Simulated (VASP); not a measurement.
# Pd (Fm-3m) in VASP: a series of runs

Pd is run at these levels: LDA; tasks: single point.

Everything below comes from runs of VASP 6.6.1. Logs are shortened: lines on timing, memory, paths and dates and some standing lists are left out, and cuts for length are marked.

## (1) The cell of the first run

The structure is cubic, space group Fm-3m (No. 225). Conventional cell: a = 3.841 Å, b = 3.841 Å, c = 3.841 Å, α = 90.00°, β = 90.00°, γ = 90.00°. Pd (site symmetry m-3m) has 12 Pd at 2.72 Å within 3.6 Å.

## (2) Single point, LDA, collinear spin, ferromagnetic start

INCAR reads:

```
SYSTEM = Pd
PREC = Accurate ; ENCUT = 520
EDIFF = 1E-7 ; ISMEAR = -1
SIGMA = 0.05 ; LREAL = .FALSE.
LASPH = .TRUE. ; NELM = 150
ALGO = Normal ; ISIF = 2
LWAVE = .FALSE. ; LCHARG = .FALSE.
ISPIN = 2 ; MAGMOM = 0.5
LORBIT = 11 ; LMAXMIX = 4
GGA = CA ; NBANDS = 15
```

KPOINTS reads:

```
regular mesh
0
G
  14 14 14
  0 0 0
```

POSCAR reads:

```
Pd
1.0
    0.0000000000      1.9202771092      1.9202771092
    1.9202771092      0.0000000000      1.9202771092
    1.9202771092      1.9202771092      0.0000000000
Pd
1
Direct
    0.0000000000      0.0000000000      0.0000000000
```

Potentials or basis: VASP PAW LDA potentials, release 64 (Pd).

Started as:

```console
$ cat potpaw_LDA.64/Pd/POTCAR > POTCAR
$ mpirun -np 1 vasp_std > vasp.out
```

OUTCAR:

```text
SYSTEM = Pd
   PREC = Accurate
   ENCUT = 520
   EDIFF = 1E-7
   ISMEAR = -1
   LREAL = .FALSE.
   LASPH = .TRUE.
   NELM = 150
   ISIF = 2
   ISPIN = 2
   LORBIT = 11
   GGA = CA

 ion  position               nearest neighbor table
   1  0.000  0.000  0.000-

  LATTYP: Found a face centered cubic cell.
 ALAT       =     3.8405542184

  Lattice vectors:

 A1 = (   0.0000000000,   1.9202771092,   1.9202771092)
 A2 = (   1.9202771092,   0.0000000000,   1.9202771092)
 A3 = (   1.9202771092,   1.9202771092,   0.0000000000)

Analysis of symmetry for initial positions (statically):
[... 25 lines left out ...]
The dynamic configuration has the point symmetry O_h .

Analysis of structural, dynamic, and magnetic symmetry:
=====================================================================
 Subroutine PRICEL returns:
[... 7 lines left out ...]
 out of a pool of 48 trial point group operations.

The overall configuration has the point symmetry O_h .

 Subroutine INISYM returns: Found 48 space group operations
[... 5 lines left out ...]
                                     Primitive cell

  volume of cell :      14.1619

  direct lattice vectors                    reciprocal lattice vectors
     0.000000000  1.920277109  1.920277109    -0.260379087  0.260379087  0.260379087
     1.920277109  0.000000000  1.920277109     0.260379087 -0.260379087  0.260379087
     1.920277109  1.920277109  0.000000000     0.260379087  0.260379087 -0.260379087

  length of vectors
     2.715681931  2.715681931  2.715681931     0.450989807  0.450989807  0.450989807

  position of ions in fractional coordinates (direct lattice)
     0.000000000  0.000000000  0.000000000

  ion indices of the primitive-cell ions
   primitive index   ion index
                 1           1

----------------------------------------------------------------------------------------

 KPOINTS: regular mesh

Automatic generation of k-mesh.
 Grid dimensions read from file:
 generate k-points for:   14   14   14

 Generating k-lattice:

  Cartesian coordinates                     Fractional coordinates (reciprocal lattice)
    -0.018598506  0.018598506  0.018598506     0.071428571  0.000000000  0.000000000
     0.018598506 -0.018598506  0.018598506     0.000000000  0.071428571  0.000000000
     0.018598506  0.018598506 -0.018598506     0.000000000  0.000000000  0.071428571

  Length of vectors
     0.032213558  0.032213558  0.032213558

  Shift w.r.t. Gamma in fractional coordinates (k-lattice)
     0.000000000  0.000000000  0.000000000

 Subroutine IBZKPT returns following result:
 ===========================================

 Found    104 irreducible k-points:

 Following reciprocal coordinates:
            Coordinates               Weight
  0.000000  0.000000  0.000000      1.000000
  0.071429  0.000000  0.000000      8.000000
[... 75 lines left out ...]
 maximum number of plane-waves:       392
   NGX =  9   NGY =  9   NGZ =  9

 number of electron      10.0000005 magnetization       0.0003955

 number of electron      10.0000005 magnetization      -0.0001626

 Free energy of the ion-electron system (eV)
  ---------------------------------------------------
  ext. energy  EPLUGINS =         0.00000000
  ---------------------------------------------------
  free energy    TOTEN  =        -6.49437126 eV

  energy without entropy =       -6.47205512  energy(sigma->0) =       -6.48321319

 E-fermi :  10.3021     XC(G=0): -13.7680

 val. band max:       10.2974456949   @ k =   0.5000   0.0714   0.0000
 cond. band min:      10.3062171420   @ k =   0.4286   0.2143   0.0000
 fundamental gap:      0.0087714471
 Fermi energy:        10.3020799046

 spin component 1

 k-point     1 :       0.0000    0.0000    0.0000
  band No.  band energies     occupation
      1       2.7479      1.00000
      2       7.2385      1.00000
      3       7.2385      1.00000
      4       7.2385      1.00000
      5       8.9973      1.00000
      6       8.9973      1.00000
      7      27.4442      0.00000
      8      32.3994      0.00000
      9      32.3994      0.00000
     10      32.3994      0.00000
     11      35.9157      0.00000
     12      38.0394      0.00000
     13      41.6845      0.00000
     14      41.6845      0.00000
[... 403 lines left out ...]
      4       8.0187      1.00000
      5       9.1275      1.00000
      6       9.6073      1.00000
      7      25.9629      0.00000
      8      29.1120      0.00000
      9      30.4768      0.00000
     10      32.2974      0.00000
     11      35.8441      0.00000
     12      37.3299      0.00000
     13      38.6776      0.00000
     14      39.3399      0.00000
     15      42.7199      0.00000

 [... further k-points ...]

 spin component 2

 k-point     1 :       0.0000    0.0000    0.0000
  band No.  band energies     occupation
      1       2.7479      1.00000
      2       7.2384      1.00000
      3       7.2384      1.00000
      4       7.2384      1.00000
      5       8.9972      1.00000
      6       8.9972      1.00000
      7      27.4441      0.00000
      8      32.3994      0.00000
      9      32.3994      0.00000
     10      32.3994      0.00000
     11      35.9155      0.00000
     12      38.0394      0.00000
     13      41.6844      0.00000
     14      41.6844      0.00000
[... 403 lines left out ...]
      4       8.0186      1.00000
      5       9.1274      1.00000
      6       9.6072      1.00000
      7      25.9629      0.00000
      8      29.1120      0.00000
      9      30.4767      0.00000
     10      32.2973      0.00000
     11      35.8439      0.00000
     12      37.3298      0.00000
     13      38.6776      0.00000
     14      39.3399      0.00000
     15      42.7199      0.00000

 [... further k-points ...]
[... 5 lines left out ...]
  --------------------------------------------------------------------------------------
  -------------------------------------------------------------------------------------
  Total        0.0224207      0.0224207      0.0224207      0.0000000      0.0000000      0.0000000
  in kB        2.5365135      2.5365135      2.5365135      0.0000000      0.0000000      0.0000000
  external PRESSURE =       2.5365135 kB  Pullay stress =       0.0000000 kB

 VOLUME and BASIS-vectors are now :
 -----------------------------------------------------------------------------
  energy-cutoff  :      520.00
  volume of cell :       14.16
      direct lattice vectors                 reciprocal lattice vectors
     0.000000000  1.920277109  1.920277109    -0.260379087  0.260379087  0.260379087
     1.920277109  0.000000000  1.920277109     0.260379087 -0.260379087  0.260379087
     1.920277109  1.920277109  0.000000000     0.260379087  0.260379087 -0.260379087

 POSITION                                       TOTAL-FORCE (eV/Angst)
 -----------------------------------------------------------------------------------
      0.00000      0.00000      0.00000        -0.000000     -0.000000     -0.000000
 -----------------------------------------------------------------------------------
    total drift:                                0.000000     -0.000000      0.000000

  FREE ENERGIE OF THE ION-ELECTRON SYSTEM (eV)
  ---------------------------------------------------
  free  energy   TOTEN  =        -6.4943712635 eV

  energy  without entropy=       -6.4720551238  energy(sigma->0) =       -6.48321319

 total charge

# of ion       s       p       d       tot
------------------------------------------
    1        0.514   0.530   8.484   9.528

 magnetization (x)

# of ion       s       p       d       tot
------------------------------------------
    1       -0.000   0.000  -0.000  -0.000
```

stdout:

```text
POSCAR found type information on POSCAR Pd
 POSCAR found :  1 types and       1 ions
 scaLAPACK will be used
 LDA part: xc-table for (Slater(with rela. corr.)+CA(PZ))
 , standard interpolation
 POSCAR, INCAR and KPOINTS ok, starting setup
 FFT: planning ... GRIDC
 FFT: planning ... GRID_SOFT
 FFT: planning ... GRID
 WAVECAR not read
 entering main loop
```

Run time: 37 s. Hardware: 1 thread of Intel Xeon Platinum 8375C at 2.90GHz (Ice Lake), shared host; peak memory 0.14 GiB.

Results:

```yaml
Free_energy: -6.4944 eV
Pressure: 0.3 GPa
Band_gap_on_the_k_mesh: zero (filled and empty bands overlap)
Net_moment: 0.00 μB per cell
Valence_electrons_inside_the_program's_atomic_spheres: Pd 9.53
```

## (3) Single point, LDA, collinear spin, ferromagnetic start

INCAR reads:

```
ALGO     = Normal         # electronic algorithm
EDIFF    = 1E-6           # SCF threshold, eV
ENCUT    = 520            # plane-wave cutoff, eV
GGA      = CA             # functional
ISIF     = 2              # what is computed and relaxed
ISMEAR   = -1             # smearing method
ISPIN    = 2              # spin polarisation
LASPH    = True           # aspherical terms in the spheres
LCHARG   = False          # write CHGCAR
LMAXMIX  = 4              # l up to which the mixer works
LORBIT   = 11             # projections on sites
LREAL    = False          # projectors in reciprocal space
LWAVE    = False          # write WAVECAR
MAGMOM   = 0.5            # initial moments
NBANDS   = 15             # bands
NELM     = 150            # most SCF steps
PREC     = Accurate       # precision mode
SIGMA    = 0.01           # smearing width, eV
```

KPOINTS reads:

```
k-points
0
Gamma
  14 14 14
```

POSCAR is that of step 2.

Potentials or basis: VASP PAW LDA potentials, release 64 (Pd).

Started as:

```console
$ cat potpaw_LDA.64/Pd/POTCAR > POTCAR
$ mpirun -np 1 vasp_std > vasp.out
```

Run time: 26 s. Hardware: 1 thread of Intel Xeon Platinum 8375C at 2.90GHz (Ice Lake), shared host; peak memory 0.14 GiB.

The run converged. Its results:

| Property | Result |
| --- | --- |
| Free energy | -6.4840 eV |
| Pressure | 0.4 GPa |
| Net moment | 0.32 μB per cell |
| Site moments | Pd +0.31 μB |
| Valence electrons inside the program's atomic spheres | Pd 9.53 |

Levels at points of the mesh, in eV from the Fermi level:
Spin up:
```
           k point  band 1  band 2  band 3  band 4  band 5  band 6  band 7  band 8  band 9  band 10
(0.00, 0.00, 0.00)   -7.59   -3.17   -3.17   -3.17   -1.41   -1.41   17.11   22.06   22.06    22.06
(0.50, 0.00, 0.00)   -5.76   -3.21   -3.21   -0.13   -0.13    0.82    7.51   16.50   21.27    21.27
(0.50, 0.50, 0.00)   -5.86   -5.58   -0.14    0.20    0.20    3.21   11.08   13.25   13.25    22.07
```
Spin down:
| k point | band 1 | band 2 | band 3 | band 4 | band 5 | band 6 | band 7 | band 8 | band 9 | band 10 |
| --- | --- | --- | --- | --- | --- | --- | --- | --- | --- | --- |
| (0.00, 0.00, 0.00) | -7.53 | -2.97 | -2.97 | -2.97 | -1.21 | -1.21 | 17.16 | 22.12 | 22.12 | 22.12 |
| (0.50, 0.00, 0.00) | -5.62 | -3.02 | -3.02 | 0.09 | 0.09 | 0.87 | 7.66 | 16.54 | 21.35 | 21.35 |
| (0.50, 0.50, 0.00) | -5.72 | -5.41 | 0.06 | 0.43 | 0.43 | 3.27 | 11.21 | 13.31 | 13.31 | 22.16 |
